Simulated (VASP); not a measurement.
# AlN (P6_3mc) in VASP: further runs, part 2 of 2

VASP 6.6.1.

## Step 3: Single point, PBE (volume changed by -10%)

File INCAR:

```
PREC = Accurate ; ENCUT = 520
EDIFF = 1E-6 ; ISMEAR = 0
SIGMA = 0.01 ; LREAL = F
LASPH = T ; NELM = 60
ALGO = Normal ; ISIF = 2
LWAVE = F ; LCHARG = F
GGA = PE ; NBANDS = 16
```

File KPOINTS:

```
Automatic mesh
0
Gamma
  6 6 2
```

File POSCAR:

```
AlN
1.0
    2.9994805655      0.0000000000      0.0000000000
   -1.4997402827      2.5976263678      0.0000000000
    0.0000000000      0.0000000000      4.8067744005
Al N
2 2
Direct
    0.3333333333      0.6666666667     -0.0007956040
    0.6666666667      0.3333333333      0.4992043960
    0.3333333333      0.6666666667      0.3807956040
    0.6666666667      0.3333333333      0.8807956040
```

Potentials or basis: VASP PAW PBE potentials, release 64 (Al, N).

The run is started by

```bash
$ cat potpaw_PBE.64/Al/POTCAR potpaw_PBE.64/N/POTCAR > POTCAR
$ mpirun -np 1 vasp_std > vasp.out
```

OUTCAR:

```text
PREC = Accurate
   ENCUT = 520
   EDIFF = 1E-6
   ISMEAR = 0
   LREAL = F
   LASPH = T
   NELM = 60
   ISIF = 2
   GGA = PE

 ion  position               nearest neighbor table
   1  0.333  0.667  0.999-   4 1.82   4 1.82   4 1.82   3 1.83   2 2.96   2 2.96   2 2.96   2 2.96
                             2 2.96   2 2.96
   2  0.667  0.333  0.499-   3 1.82   3 1.82   3 1.82   4 1.83   1 2.96   1 2.96   1 2.96   1 2.96
                             1 2.96   1 2.96
   3  0.333  0.667  0.381-   2 1.82   2 1.82   2 1.82   1 1.83
   4  0.667  0.333  0.881-   1 1.82   1 1.82   1 1.82   2 1.83
[... 458 lines left out ...]
  --------------------------------------------------------------------------------------
  -------------------------------------------------------------------------------------
  Total        7.5551156      7.5551156      7.0972301      0.0000000      0.0000000      0.0000000
  in kB      323.2028775    323.2028775    303.6148379      0.0000000      0.0000000      0.0000000
  external PRESSURE =     316.6735310 kB  Pullay stress =       0.0000000 kB

 VOLUME and BASIS-vectors are now :
 -----------------------------------------------------------------------------
  energy-cutoff  :      520.00
  volume of cell :       37.45
      direct lattice vectors                 reciprocal lattice vectors
     2.999480565  0.000000000  0.000000000     0.333391058  0.192483417  0.000000000
    -1.499740283  2.597626368  0.000000000     0.000000000  0.384966834  0.000000000
     0.000000000  0.000000000  4.806774401     0.000000000  0.000000000  0.208039720

 POSITION                                       TOTAL-FORCE (eV/Angst)
 -----------------------------------------------------------------------------------
     -0.00000      1.73175      4.80295        -0.000000      0.000000     -0.059745
      1.49974      0.86588      2.39956        -0.000000     -0.000000     -0.059745
     -0.00000      1.73175      1.83040         0.000000     -0.000000      0.059745
      1.49974      0.86588      4.23379        -0.000000      0.000000      0.059745
 -----------------------------------------------------------------------------------
    total drift:                               -0.000000      0.000000      0.001356

  FREE ENERGIE OF THE ION-ELECTRON SYSTEM (eV)
  ---------------------------------------------------
  free  energy   TOTEN  =       -29.3252736691 eV

  energy  without entropy=      -29.3252736691  energy(sigma->0) =      -29.32527367
```

OSZICAR:

```text
N       E                     dE             d eps       ncg     rms          rms(c)
DAV:   1     0.425690441449E+02    0.42569E+02   -0.74040E+03   448   0.904E+02
DAV:   2    -0.312644758628E+02   -0.73834E+02   -0.68303E+02   624   0.198E+02
DAV:   3    -0.345301680263E+02   -0.32657E+01   -0.32587E+01   568   0.417E+01
DAV:   4    -0.345468883650E+02   -0.16720E-01   -0.16720E-01   544   0.342E+00
DAV:   5    -0.345470939071E+02   -0.20554E-03   -0.20554E-03   536   0.379E-01    0.130E+01
DAV:   6    -0.293432376272E+02    0.52039E+01   -0.10655E+01   528   0.244E+01    0.455E+00
DAV:   7    -0.293381530799E+02    0.50845E-02   -0.84201E-01   504   0.650E+00    0.314E+00
DAV:   8    -0.293286842610E+02    0.94688E-02   -0.52743E-02   472   0.205E+00    0.438E-01
DAV:   9    -0.293247848546E+02    0.38994E-02   -0.11179E-02   544   0.787E-01    0.223E-01
DAV:  10    -0.293253471407E+02   -0.56229E-03   -0.19962E-03   496   0.277E-01    0.119E-01
DAV:  11    -0.293252713719E+02    0.75769E-04   -0.18408E-04   504   0.105E-01    0.253E-02
DAV:  12    -0.293252739514E+02   -0.25794E-05   -0.10469E-05   496   0.256E-02    0.814E-03
DAV:  13    -0.293252736691E+02    0.28231E-06   -0.29737E-06   512   0.137E-02
   1 F= -.29325274E+02 E0= -.29325274E+02  d E =-.940974E-13
```

stdout:

```text
POSCAR found type information on POSCAR AlN
 POSCAR found :  2 types and       4 ions
 scaLAPACK will be used
 LDA part: xc-table for (Slater+PW92), standard interpolation
 POSCAR, INCAR and KPOINTS ok, starting setup
 FFT: planning ... GRIDC
 FFT: planning ... GRID_SOFT
 FFT: planning ... GRID
 WAVECAR not read
 entering main loop
```

Run time: 19 s. Hardware: 1 thread of AMD EPYC 7R13, shared host; peak memory 0.12 GiB.

Results:

| Item | Value |
| --- | --- |
| Free energy | -29.3253 eV |
| Pressure | 31.7 GPa |
| Largest force | 0.060 eV/Å |
| Band gap on the k mesh | 5.09 eV, indirect (least direct gap 5.21 eV) |

Forces on the atoms (eV/Å):
```
Al   0.000  0.000 -0.060
Al   0.000  0.000 -0.060
N    0.000  0.000  0.060
N    0.000  0.000  0.060
```

Caveat: the k points lie up to 0.65 Å⁻¹ apart.
